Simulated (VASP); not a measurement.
# V (Im-3m) in VASP: notebook

V is run at these levels: r2SCAN; tasks: relaxation of cell and atoms.

All numbers are computed with VASP 6.6.1; they aren't measurements. Logs are shortened: lines on timing, memory, paths and dates and some standing lists are left out, and cuts for length are marked.

### 1 The cell of the first run

Symmetry: Im-3m, No. 229, cubic system. Conventional cell: a = 3.072 Å, b = 3.072 Å, c = 3.072 Å, α = 90.00°, β = 90.00°, γ = 90.00°. Within 3.5 Å of V (site symmetry m-3m) lie 14 V at 2.66 to 3.07 Å.

### 2 Relaxation of cell and atoms, r2SCAN, collinear spin, ferromagnetic start

The input, POSCAR:

```
V
1.0
   -1.5360513062      1.5360513062      1.5360513062
    1.5360513062     -1.5360513062      1.5360513062
    1.5360513062      1.5360513062     -1.5360513062
V
1
Direct
    0.0000000000      0.0000000000      0.0000000000
```

The input, INCAR.step1:

```
ALGO = Normal
EDIFF = 1E-4
ENCUT = 600
GGA = PE
ISMEAR = 0
ISPIN = 2
LASPH = True
LCHARG = False
LMAXMIX = 4
LREAL = False
LWAVE = True
MAGMOM = 0.31
NELM = 150
PREC = Accurate
SIGMA = 0.1
```

The input, INCAR.step2:

```
ALGO = Normal
EDIFF = 1E-6
EDIFFG = -0.05
ENCUT = 600
IBRION = 2
ISIF = 3
ISMEAR = 0
ISPIN = 2
ISTART = 1
LASPH = True
LCHARG = False
LMAXMIX = 4
LMIXTAU = True
LORBIT = 11
LREAL = False
LWAVE = False
MAGMOM = 0.31
METAGGA = R2SCAN
NELM = 150
NSW = 80
PREC = Accurate
SIGMA = 0.1
```

The input, KPOINTS:

```
k-points
0
Gamma
  10 10 10
```

Potentials or basis: VASP PAW PBE potentials, release 64 (V_sv).

Run with:

```sh
$ cat potpaw_PBE.64/V_sv/POTCAR > POTCAR
$ cp INCAR.step1 INCAR
$ mpirun -np 1 vasp_std > vasp.out
$ cp INCAR.step2 INCAR
$ mpirun -np 1 vasp_std > vasp.out
```

OUTCAR:

```text
EDIFF = 1E-6
   EDIFFG = -0.05
   ENCUT = 600
   IBRION = 2
   ISIF = 3
   ISMEAR = 0
   ISPIN = 2
   ISTART = 1
   LASPH = True
   LORBIT = 11
   LREAL = False
   METAGGA = R2SCAN
   NELM = 150
   NSW = 80
   PREC = Accurate

 ion  position               nearest neighbor table
   1  0.000  0.000  0.000-

  LATTYP: Found a body centered cubic cell.
 ALAT       =     3.0721026124

  Lattice vectors:

 A1 = (  -1.5360513062,   1.5360513062,   1.5360513062)
 A2 = (   1.5360513062,  -1.5360513062,   1.5360513062)
 A3 = (   1.5360513062,   1.5360513062,  -1.5360513062)

Analysis of symmetry for initial positions (statically):
=====================================================================
 Subroutine PRICEL returns:
 Original cell was already a primitive cell.

 Routine SETGRP: Setting up the symmetry group for a
 body centered cubic supercell.

 Subroutine GETGRP returns: Found 48 space group operations
 (whereof 48 operations were pure point group operations)
 out of a pool of 48 trial point group operations.

The static configuration has the point symmetry O_h .

Analysis of symmetry for dynamics (positions and initial velocities):
=====================================================================
 Subroutine PRICEL returns:
 Original cell was already a primitive cell.

 Routine SETGRP: Setting up the symmetry group for a
 body centered cubic supercell.

 Subroutine GETGRP returns: Found 48 space group operations
 (whereof 48 operations were pure point group operations)
 out of a pool of 48 trial point group operations.

The dynamic configuration has the point symmetry O_h .

Analysis of structural, dynamic, and magnetic symmetry:
=====================================================================
 Subroutine PRICEL returns:
 Original cell was already a primitive cell.

 Routine SETGRP: Setting up the symmetry group for a
 body centered cubic supercell.

 Subroutine GETGRP returns: Found 48 space group operations
 (whereof 48 operations were pure point group operations)
 out of a pool of 48 trial point group operations.

The overall configuration has the point symmetry O_h .

 Subroutine INISYM returns: Found 48 space group operations
 (whereof 48 operations are pure point group operations),
 and found     1 'primitive' translations

----------------------------------------------------------------------------------------

                                     Primitive cell

  volume of cell :      14.4970

  direct lattice vectors                    reciprocal lattice vectors
    -1.536051306  1.536051306  1.536051306     0.000000000  0.325509960  0.325509960
     1.536051306 -1.536051306  1.536051306     0.325509960  0.000000000  0.325509960
     1.536051306  1.536051306 -1.536051306     0.325509960  0.325509960  0.000000000

  length of vectors
     2.660518905  2.660518905  2.660518905     0.460340601  0.460340601  0.460340601

  position of ions in fractional coordinates (direct lattice)
     0.000000000  0.000000000  0.000000000

  ion indices of the primitive-cell ions
   primitive index   ion index
                 1           1

----------------------------------------------------------------------------------------

 KPOINTS: k-points

Automatic generation of k-mesh.
 Grid dimensions read from file:
 generate k-points for:   10   10   10

 Generating k-lattice:

  Cartesian coordinates                     Fractional coordinates (reciprocal lattice)
     0.000000000  0.032550996  0.032550996     0.100000000  0.000000000  0.000000000
     0.032550996  0.000000000  0.032550996     0.000000000  0.100000000  0.000000000
     0.032550996  0.032550996  0.000000000     0.000000000  0.000000000  0.100000000

  Length of vectors
     0.046034060  0.046034060  0.046034060

  Shift w.r.t. Gamma in fractional coordinates (k-lattice)
     0.000000000  0.000000000  0.000000000

 Subroutine IBZKPT returns following result:
 ===========================================

 Found     47 irreducible k-points:

 Following reciprocal coordinates:
            Coordinates               Weight
  0.000000  0.000000  0.000000      1.000000
  0.100000  0.000000  0.000000     12.000000
  0.200000  0.000000  0.000000     12.000000
  0.300000  0.000000  0.000000     12.000000
  0.400000  0.000000  0.000000     12.000000
  0.500000  0.000000  0.000000      6.000000
[... 16 lines left out ...]
  0.300000  0.300000  0.100000      8.000000
 -0.300000  0.300000  0.100000     24.000000
 [... further k-points ...]
   k-points           NKPTS =     47   k-points in BZ     NKDIM =     47   number of bands    NBANDS=     10
   number of dos      NEDOS =    301   number of ions     NIONS =      1
   total plane-waves  NPLWV =  13824
   dimension x,y,z NGX =    24 NGY =   24 NGZ =   24
   dimension x,y,z NGXF=    48 NGYF=   48 NGZF=   48
   ions per type =               1
   NGX,Y,Z   is equivalent  to a cutoff of  15.00, 15.00, 15.00 a.u.
   NGXF,Y,Z  is equivalent  to a cutoff of  29.99, 29.99, 29.99 a.u.
 SYSTEM =  unknown system
   PREC   = accura    normal or accurate (medium, high low for compatibility)
   ISTART =      1    job   : 0-new  1-cont  2-samecut
   ICHARG =      0    charge: 1-file 2-atom 10-const
   ISPIN  =      2    spin polarized calculation?
   LNONCOLLINEAR =      F non collinear calculations
   LSORBIT =      F    spin-orbit coupling
   LASPH  =      T    aspherical Exc in radial PAW
   ENCUT  =  600.0 eV  44.10 Ry    6.64 a.u.   5.31  5.31  5.31*2*pi/ulx,y,z
   NELM   =    150;   NELMIN=  2; NELMDL=  0     # of ELM steps
   EDIFF  = 0.1E-05   stopping-criterion for ELM
   LREAL  =      F    real-space projection
   EDIFFG = -.5E-01   stopping-criterion for IOM
   NSW    =     80    number of steps for IOM
   IBRION =      2    ionic relax: 0-MD 1-quasi-New 2-CG
   NFREE  =      1    steps in history (QN), initial steepest desc. (CG)
   ISIF   =      3    stress and relaxation
   ISYM   =      2    0-nonsym 1-usesym 2-fastsym
   POTIM  = 0.5000    time-step for ionic-motion
   TEBEG  =    0.0;   TEEND  =   0.0 temperature during run
   PSTRESS=    0.0 pullay stress
   NELECT =      13.0000    total number of electrons
   NUPDOWN=      -1.0000    fix difference up-down
   EMIN   =  10.00;   EMAX   =-10.00  energy-range for DOS
   EFERMI =   0.00;   METHOD = LEGACY
   ISMEAR =     0;   SIGMA  =   0.10  broadening in eV -4-tet -1-fermi 0-gaus
   EFERMI_NEDOS =   21; number of points for ismear=-14 and -15
   IALGO  =     38    algorithm
   IMIX   =      4    mixing-type and parameters
     AMIX     =   0.40;   BMIX     =  1.00
     AMIX_MAG =   1.60;   BMIX_MAG =  1.00
  volume/ion in A,a.u.               =      14.50        97.83
  Fermi-wavevector in a.u.,A,eV,Ry     =   1.578690  2.983292 33.909291  2.492263
  Thomas-Fermi vector in A             =   2.679183
   LORBIT       =     11    0 simple, 1 ext, 2 COOP (PROOUT), +10 PAW based schemes
   METAGGA = R2SCAN    functional components
   LHFCALC =     F    Hartree Fock is set to
   AEXX    =    0.0000 exact exchange contribution
   IVDW    =     0    specifies the selected vdW correction
   LEPSILON=     F    determine dielectric tensor
   LRPA    =     F    only Hartree local field effects (RPA)
 conjugate gradient relaxation of ions
 spin polarized calculation
 Gauss-broadening in eV      SIGMA  =   0.10
  energy-cutoff  :      600.00
  volume of cell :       14.50
 maximum number of plane-waves:       498
 NGX is ok and might be reduce to    24
   NGX = 11   NGY = 11   NGZ = 11

--------------------------------------- Ionic step        1  -------------------------------------------

 number of electron      13.0000001 magnetization      -0.0000034

 number of electron      13.0000001 magnetization       0.0000028

 Free energy of the ion-electron system (eV)
  ---------------------------------------------------
  ext. energy  EPLUGINS =         0.00000000
  ---------------------------------------------------
  free energy    TOTEN  =       -14.08637268 eV

  energy without entropy =      -14.08197429  energy(sigma->0) =      -14.08417348

------------------------ aborting loop because EDIFF is reached ----------------------------------------

  FORCE on cell =-STRESS in cart. coord.  units (eV):
  Direction    XX          YY          ZZ          XY          YZ          ZX
  --------------------------------------------------------------------------------------
  -------------------------------------------------------------------------------------
  Total       -1.2669348     -1.2669348     -1.2669348      0.0000000      0.0000000     -0.0000000
  in kB     -140.0192332   -140.0192332   -140.0192332      0.0000000      0.0000000     -0.0000000
  external PRESSURE =    -140.0192332 kB  Pullay stress =       0.0000000 kB
[... 22 lines left out ...]
--------------------------------------- Ionic step        2  -------------------------------------------

 number of electron      13.0000002 magnetization       0.0000039

 number of electron      13.0000002 magnetization      -0.0000185

 E-fermi :  11.1939     XC(G=0): -14.7928

 val. band max:       11.1775455700   @ k =   0.1000   0.1000   0.0000
 cond. band min:      11.2259369729   @ k =  -0.2000   0.3000   0.1000
 fundamental gap:      0.0483914029
 Fermi energy:        11.1939111017

 spin component 1

 k-point     1 :       0.0000    0.0000    0.0000
  band No.  band energies     occupation
      1     -55.0493      1.00000
      2     -26.9675      1.00000
      3     -26.9675      1.00000
      4     -26.9675      1.00000
      5       3.9091      1.00000
      6      11.6625      0.00000
      7      11.6625      0.00000
      8      11.6625      0.00000
      9      14.1459      0.00000
     10      14.1459      0.00000
[... 649 lines left out ...]
--------------------------------------- Ionic step        3  -------------------------------------------

 number of electron      12.9999998 magnetization      -0.0000000

 number of electron      12.9999998 magnetization       0.0000000

 Free energy of the ion-electron system (eV)
  ---------------------------------------------------
  ext. energy  EPLUGINS =         0.00000000
  ---------------------------------------------------
  free energy    TOTEN  =       -14.13933471 eV

  energy without entropy =      -14.13396593  energy(sigma->0) =      -14.13665032

 E-fermi :   9.7183     XC(G=0): -14.1076

 val. band max:        9.6991496926   @ k =  -0.4000   0.4000   0.1000
 cond. band min:       9.7745273054   @ k =   0.1000   0.1000   0.0000
 fundamental gap:      0.0753776128
 Fermi energy:         9.7183084137

 spin component 1

 k-point     1 :       0.0000    0.0000    0.0000
  band No.  band energies     occupation
      1     -56.6322      1.00000
      2     -28.7716      1.00000
      3     -28.7716      1.00000
      4     -28.7716      1.00000
      5       2.6564      1.00000
      6      10.1878      0.00000
      7      10.1878      0.00000
      8      10.1879      0.00000
      9      12.3676      0.00000
     10      12.3676      0.00000
[... 643 lines left out ...]
  FREE ENERGIE OF THE ION-ELECTRON SYSTEM (eV)
  ---------------------------------------------------
  free  energy   TOTEN  =       -14.1393347052 eV

  energy  without entropy=      -14.1339659344  energy(sigma->0) =      -14.13665032

 reached required accuracy - stopping structural energy minimisation

 total charge

# of ion       s       p       d       tot
------------------------------------------
    1        2.341   6.246   3.035  11.621

 magnetization (x)

# of ion       s       p       d       tot
------------------------------------------
    1        0.000   0.000   0.000   0.000
```

It took 4.7 min on 1 thread of Intel Xeon 8259CL, shared host; peak memory 0.17 GiB.

Results:

* Free energy: -14.1393 eV
* Relaxed volume: 13.39 Å³/atom
* Relaxed cell: a = 2.591 Å, b = 2.591 Å, c = 2.591 Å, α = 109.47°, β = 109.47°, γ = 109.47°
* Space group after relaxing (to 0.1 Å): Im-3m (No. 229)
* Energy gained by relaxing: 53.0 meV/atom
* Ionic steps: 3
* Pressure after relaxing: -0.5 GPa
* Net moment: 0.00 μB per cell
* Valence electrons inside the program's atomic spheres: V 11.62

Step by step:
| step | energy change (eV) | largest force (eV/Å) | pressure (GPa) | volume (Å³) |
| --- | --- | --- | --- | --- |
| 1 | 0.0000 | 0.0000 | -14.00 | 14.50 |
| 2 | 0.0508 | 0.0000 | 26.40 | 12.00 |
| 3 | -0.0530 | 0.0000 | -0.48 | 13.39 |

Final structure:
```
V
1.0
    -1.49607    1.49607    1.49607
     1.49607   -1.49607    1.49607
     1.49607    1.49607   -1.49607
V
1
Cartesian
  0.0000 0.0000 0.0000
```

Caveat: the PAW data sets were made with another functional, which shifts forces and pressure a little.

### 3 Relaxation of cell and atoms, r2SCAN

This run uses another cell than the first one, of 13.33 Å³/atom.

The input, POSCAR:

```
V
1.0
   -1.4935933934      1.4935933934      1.4935933934
    1.4935933934     -1.4935933934      1.4935933934
    1.4935933934      1.4935933934     -1.4935933934
V
1
Direct
    0.0000000000      0.0000000000      0.0000000000
```

The input, INCAR.step1:

```
SYSTEM = V
PREC     = Accurate       ! precision mode
ENCUT    = 600            ! plane-wave cutoff, eV
ISMEAR   = 0              ! smearing method
SIGMA    = 0.1            ! smearing width, eV
LREAL    = .False.        ! projectors in reciprocal space
LASPH    = .True.         ! aspherical terms in the spheres
NELM     = 100            ! most SCF steps
GGA      = PE             ! functional
ALGO     = Normal         ! electronic algorithm
EDIFF    = 1E-4           ! SCF threshold, eV
LWAVE    = .True.         ! write WAVECAR
LCHARG   = .False.        ! write CHGCAR
```

The input, INCAR.step2:

```
SYSTEM = V
PREC     = Accurate       ! precision mode
ENCUT    = 600            ! plane-wave cutoff, eV
EDIFF    = 1E-6           ! SCF threshold, eV
ISMEAR   = 0              ! smearing method
SIGMA    = 0.1            ! smearing width, eV
LREAL    = .False.        ! projectors in reciprocal space
LASPH    = .True.         ! aspherical terms in the spheres
NELM     = 100            ! most SCF steps
ALGO     = Normal         ! electronic algorithm
ISIF     = 3              ! what is computed and relaxed
LWAVE    = .False.        ! write WAVECAR
LCHARG   = .False.        ! write CHGCAR
METAGGA  = R2SCAN         ! meta-GGA
LMIXTAU  = .True.       
IBRION   = 2              ! ionic algorithm
NSW      = 80             ! ionic steps
EDIFFG   = -0.01          ! ionic threshold
ISTART   = 1
```

The input, KPOINTS:

```
regular mesh
0
Gamma
  20 20 20
  0 0 0
```

Potentials or basis: VASP PAW PBE potentials, release 64 (V_sv).

Run with:

```sh
$ cat potpaw_PBE.64/V_sv/POTCAR > POTCAR
$ cp INCAR.step1 INCAR
$ mpirun -np 1 vasp_std > vasp.out
$ cp INCAR.step2 INCAR
$ mpirun -np 1 vasp_std > vasp.out
```

Run time: 6.4 min. Hardware: 1 thread of Intel Xeon 8259CL, shared host; peak memory 0.19 GiB.

Results (log left out):

```
Free energy                           : -14.1340 eV
Relaxed volume                        : 13.31 Å³/atom
Relaxed cell                          : a = 2.586 Å, b = 2.586 Å, c = 2.586 Å, α = 109.47°, β = 109.47°, γ = 109.47°
Space group after relaxing (to 0.1 Å) : Im-3m (No. 229)
Energy gained by relaxing             : 0.0 meV/atom
Ionic steps                           : 3
Pressure after relaxing               : -0.1 GPa
Band gap on the k mesh                : zero (an odd number of electrons rules out a gap without spin polarisation)
```

Final structure:
```xyz
1
Lattice="-1.4928 1.4928 1.4928 1.4928 -1.4928 1.4928 1.4928 1.4928 -1.4928" Properties=species:S:1:pos:R:3 pbc="T T T"
V     0.0000    0.0000    0.0000
```

Levels at points of the mesh, in eV from the Fermi level:
| k point | band 5 | band 6 | band 7 | band 8 | band 9 | band 10 |
| --- | --- | --- | --- | --- | --- | --- |
| (0.00, 0.00, 0.00) | -7.09 | 0.49 | 0.49 | 0.49 | 2.70 | 2.70 |
| (0.50, 0.00, 0.00) | -3.38 | -1.17 | 1.56 | 2.68 | 3.09 | 4.36 |
| (0.50, 0.50, 0.50) | -3.17 | -3.17 | 3.94 | 3.94 | 3.94 | 10.76 |

Caveat: the PAW data sets were made with another functional, which shifts forces and pressure a little.

The gap in the log of VASP goes by the Fermi energy; the results here count the filled bands.